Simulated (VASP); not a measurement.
# AlAs (m.eAso) (F-43m) in VASP: single point with PBEsol

Aim: the single point of AlAs (m.eAso) with PBEsol.

All numbers are computed with VASP 6.6.1; they aren't measurements. Logs are shortened: lines on timing, memory, paths and dates and some standing lists are left out, and cuts for length are marked.

## Step 1: The cell of the first run

Symmetry: F-43m, No. 216, cubic system. The conventional cell has a = 5.674 Å, b = 5.674 Å, c = 5.674 Å, α = 90.00°, β = 90.00°, γ = 90.00°. Within 3.2 Å of Al (site symmetry -43m) lie 4 As at 2.46 Å. Within 3.2 Å of As (site symmetry -43m) lie 4 Al at 2.46 Å.

## Step 2: Single point, PBEsol, non-collinear spin, zero start, spin-orbit coupling

File INCAR:

```
SYSTEM = AlAs
ALGO = Normal
EDIFF = 1E-6
ENCUT = 500
GGA = PS
GGA_COMPAT = .FALSE.
ISIF = 2
ISMEAR = 0
LASPH = .TRUE.
LCHARG = .FALSE.
LORBIT = 11
LORBMOM = .TRUE.
LREAL = .FALSE.
LSORBIT = .TRUE.
LWAVE = .FALSE.
MAGMOM = 0 0 0 0 0 0 0 0 0 0 0 0
NBANDS = 30
NELM = 200
PREC = Accurate
SIGMA = 0.02
```

File KPOINTS:

```
k-points
0
G
  6 4 6
  0 0 0
```

File POSCAR:

```
AlAs
1.0
    4.0124476425      0.0000000000      0.0000000000
    0.0000000000      5.6744578985      0.0000000000
    0.0000000000      0.0000000000      4.0124476425
Al As
2 2
Direct
    0.0000000000      0.0000000000      0.0000000000
    0.5000000000      0.5000000000      0.5000000000
    0.5000000000      0.2500000000      0.0000000000
    0.0000000000      0.7500000000      0.5000000000
```

Potentials or basis: VASP PAW PBE potentials, release 64 (Al, As).

Launch:

```bash
> cat potpaw_PBE.64/Al/POTCAR potpaw_PBE.64/As/POTCAR > POTCAR
> mpirun -np 1 vasp_ncl > vasp.out
```

OUTCAR:

```text
SYSTEM = AlAs
   EDIFF = 1E-6
   ENCUT = 500
   GGA = PS
   ISIF = 2
   ISMEAR = 0
   LASPH = .TRUE.
   LORBIT = 11
   LREAL = .FALSE.
   LSORBIT = .TRUE.
   NELM = 200
   PREC = Accurate

 ion  position               nearest neighbor table
   1  0.000  0.000  0.000-   3 2.46   4 2.46   4 2.46   3 2.46
   2  0.500  0.500  0.500-   3 2.46   4 2.46   3 2.46   4 2.46
   3  0.500  0.250  0.000-   1 2.46   2 2.46   2 2.46   1 2.46
   4  0.000  0.750  0.500-   1 2.46   2 2.46   1 2.46   2 2.46

  LATTYP: Found a simple tetragonal cell.
 ALAT       =     4.0124476425
 C/A-ratio  =     1.4142135684

  Lattice vectors:

 A1 = (  -4.0124476425,   0.0000000000,   0.0000000000)
 A2 = (   0.0000000000,   0.0000000000,   4.0124476425)
 A3 = (   0.0000000000,   5.6744578985,   0.0000000000)

Analysis of symmetry for initial positions (statically):
=====================================================================
 Subroutine PRICEL returns following result:

  LATTYP: Found a face centered cubic cell.
 ALAT       =     5.6744578864
[... 12 lines left out ...]
 Subroutine GETGRP returns: Found  8 space group operations
 (whereof  8 operations were pure point group operations)
 out of a pool of 16 trial point group operations.

The static configuration has the point symmetry D_2d.

Analysis of symmetry for dynamics (positions and initial velocities):
=====================================================================
 Subroutine PRICEL returns following result:

  LATTYP: Found a face centered cubic cell.
 ALAT       =     5.6744578864
[... 12 lines left out ...]
 Subroutine GETGRP returns: Found  8 space group operations
 (whereof  8 operations were pure point group operations)
 out of a pool of 16 trial point group operations.

The dynamic configuration has the point symmetry D_2d.

Analysis of structural, dynamic, and magnetic symmetry:
=====================================================================
 Subroutine PRICEL returns following result:

  LATTYP: Found a face centered cubic cell.
 ALAT       =     5.6744578864
[... 12 lines left out ...]
 Subroutine GETGRP returns: Found  8 space group operations
 (whereof  8 operations were pure point group operations)
 out of a pool of 16 trial point group operations.

The overall configuration has the point symmetry D_2d.

 Subroutine INISYM returns: Found  8 space group operations
 (whereof  8 operations are pure point group operations),
 and found     2 'primitive' translations

----------------------------------------------------------------------------------------

                                     Primitive cell

  volume of cell :      45.6786

[... 921 lines left out ...]
    total drift:                                0.000000     -0.000000     -0.000000

  FREE ENERGIE OF THE ION-ELECTRON SYSTEM (eV)
  ---------------------------------------------------
  free  energy   TOTEN  =       -20.1468037843 eV

  energy  without entropy=      -20.1468037843  energy(sigma->0) =      -20.14680378

 orbital moment (x)

 # of ion     p       d       tot
 ----------------------------------------
  1         0.000   0.000   0.000
  2         0.000   0.000   0.000
  3         0.000   0.000   0.000
  4        -0.000   0.000  -0.000
 ----------------------------------------
            0.000   0.000   0.000

 orbital moment (y)

 # of ion     p       d       tot
 ----------------------------------------
  1        -0.000   0.000  -0.000
  2        -0.000   0.000  -0.000
  3        -0.000   0.000  -0.000
  4         0.000   0.000   0.000
 ----------------------------------------
           -0.000   0.000  -0.000

 orbital moment (z)

 # of ion     p       d       tot
 ----------------------------------------
  1        -0.000   0.000  -0.000
  2        -0.000   0.000  -0.000
  3         0.000   0.000   0.000
  4         0.000   0.000   0.000
 ----------------------------------------
            0.000   0.000   0.000

 Spin-Orbit-Coupling matrix elements

 Ion:    1  E_soc:     -0.0001859
 l=   1
     0.0000000    -0.0000307    -0.0000307
    -0.0000307     0.0000000    -0.0000315
    -0.0000307    -0.0000315     0.0000000
 l=   2
     0.0000000     0.0000000     0.0000000     0.0000000     0.0000000
     0.0000000     0.0000000     0.0000000     0.0000000     0.0000000
     0.0000000     0.0000000     0.0000000     0.0000000     0.0000000
     0.0000000     0.0000000     0.0000000     0.0000000     0.0000000
     0.0000000     0.0000000     0.0000000     0.0000000     0.0000000
 l=   3
     0.0000000     0.0000000     0.0000000     0.0000000     0.0000000     0.0000000     0.0000000
     0.0000000     0.0000000     0.0000000     0.0000000     0.0000000     0.0000000     0.0000000
     0.0000000     0.0000000     0.0000000     0.0000000     0.0000000     0.0000000     0.0000000
     0.0000000     0.0000000     0.0000000     0.0000000     0.0000000     0.0000000     0.0000000
[... 49 lines left out ...]
 l=   2
     0.0000000    -0.0000039     0.0000000    -0.0000010    -0.0000072
    -0.0000039     0.0000000    -0.0000075    -0.0000010     0.0000004
     0.0000000    -0.0000075     0.0000000    -0.0000032     0.0000000
    -0.0000010    -0.0000010    -0.0000032     0.0000000    -0.0000011
    -0.0000072     0.0000004     0.0000000    -0.0000011     0.0000000
 l=   3
     0.0000000     0.0000000     0.0000000     0.0000000     0.0000000     0.0000000     0.0000000
     0.0000000     0.0000000     0.0000000     0.0000000     0.0000000     0.0000000     0.0000000
     0.0000000     0.0000000     0.0000000     0.0000000     0.0000000     0.0000000     0.0000000
     0.0000000     0.0000000     0.0000000     0.0000000     0.0000000     0.0000000     0.0000000
     0.0000000     0.0000000     0.0000000     0.0000000     0.0000000     0.0000000     0.0000000
     0.0000000     0.0000000     0.0000000     0.0000000     0.0000000     0.0000000     0.0000000
     0.0000000     0.0000000     0.0000000     0.0000000     0.0000000     0.0000000     0.0000000

 total charge

# of ion       s       p       d       tot
------------------------------------------
    1        0.402   0.365   0.000   0.768
    2        0.402   0.365   0.000   0.768
    3        1.197   1.678   0.024   2.899
    4        1.197   1.678   0.024   2.899
--------------------------------------------------
tot          3.198   4.087   0.048   7.333

 magnetization (x)

# of ion       s       p       d       tot
------------------------------------------
    1        0.000  -0.000   0.000  -0.000
    2        0.000   0.000   0.000   0.000
    3        0.000   0.000   0.000   0.000
    4       -0.000   0.000   0.000  -0.000
--------------------------------------------------
tot          0.000  -0.000   0.000   0.000

 magnetization (y)

# of ion       s       p       d       tot
------------------------------------------
    1       -0.000   0.000   0.000  -0.000
    2       -0.000  -0.000   0.000  -0.000
    3        0.000  -0.000   0.000  -0.000
    4        0.000   0.000  -0.000  -0.000
--------------------------------------------------
tot         -0.000  -0.000  -0.000  -0.000

 magnetization (z)

# of ion       s       p       d       tot
------------------------------------------
    1       -0.000  -0.000   0.000  -0.000
    2       -0.000  -0.000   0.000  -0.000
    3        0.000  -0.000   0.000  -0.000
    4        0.000  -0.000   0.000  -0.000
--------------------------------------------------
tot         -0.000  -0.000   0.000  -0.000
```

Run time: 3.6 min. Hardware: 1 thread of AMD EPYC 7R13, shared host; peak memory 0.37 GiB.

What came out:

- Free energy: -20.1468 eV
- Pressure: 0.3 GPa
- Net moment: 0.00 μB per cell
- Valence electrons inside the program's atomic spheres: Al 0.77; As 2.90

Moments on the atoms (μB; x, y, z):
```
Al  0.00 0.00 0.00
Al  0.00 0.00 0.00
As  0.00 0.00 0.00
As  0.00 0.00 0.00
```

Caveat: the PAW data sets were made with another functional, which shifts forces and pressure a little.
